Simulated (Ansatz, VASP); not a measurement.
## SrO in VASP and in Ansatz

File INCAR:

```
SYSTEM = SrO
PREC = Accurate
ENCUT = 520
EDIFF = 1E-6
ISMEAR = 0
SIGMA = 0.05
LREAL = .FALSE.
LASPH = .TRUE.
NELM = 60
ALGO = Normal
ISIF = 2
LWAVE = .FALSE.
LCHARG = .FALSE.
GGA = PE
NBANDS = 15
```

File KPOINTS:

```
Automatic mesh
0
G
  12 12 12
  0 0 0
```

File POSCAR:

```
SrO
1.0
    0.0000000000      2.5975128988      2.5975128988
    2.5975128988      0.0000000000      2.5975128988
    2.5975128988      2.5975128988      0.0000000000
Sr O
1 1
Direct
    0.5000000000      0.5000000000      0.5000000000
    0.0230990191      0.0230990191     -0.0230990191
```

Input for Ansatz:

```yaml
crystal:
  lattice:
    - [0.0, 2.5975128988, 2.5975128988]
    - [2.5975128988, 0.0, 2.5975128988]
    - [2.5975128988, 2.5975128988, 0.0]
  atoms:
    - { symbol: Sr, position: [0.5, 0.5, 0.5] }
    - { symbol: O, position: [0.0230990191, 0.0230990191, -0.0230990191] }
basis:
  ecutwfc: 420
  ecutrho_ratio: 4
kpoints:
  mp_grid: { grid: [12, 12, 12] }
hamiltonian:
  xc: pbe
scf:
  occupations: { method: gaussian, width: 0.05 }
output:
  forces: true
  stress: true
  eigenvalues: true
  write_density: true
  write_potential: true
  elf: true
  volumetric_format: npy
```

Alike in both runs: task single point; functional PBE; k mesh 12 × 12 × 12; occupations gaussian, width 0.05 eV; no spin polarisation.

|  | VASP | Ansatz |
| --- | --- | --- |
| version | VASP 6.6.1 | Ansatz 0.2.0 |
| potentials or method | VASP PAW PBE potentials, release 64 (Sr_sv, O), cutoff 520 eV | scalar-relativistic, plane waves, PAW |
| valence electrons in the cell | 16 | 16 |

Ansatz gave:

* gap on the k mesh at the Fermi level (eV): 3.36
* least direct gap on the mesh (eV): 3.43
* pressure (GPa): 0.3
* traceless stress, the component that is largest in VASP (GPa): 0.91
* rms of the force components (eV/Å): 0.139

Q: What did VASP give for the same quantities?

A: gap on the k mesh at the Fermi level (eV): 3.32; least direct gap on the mesh (eV): 3.40; pressure (GPa): 0.9; traceless stress, the component that is largest in VASP (GPa): 0.97; rms of the force components (eV/Å): 0.149.

Atom by atom the forces differ by 0.010 eV/Å (rms over components).
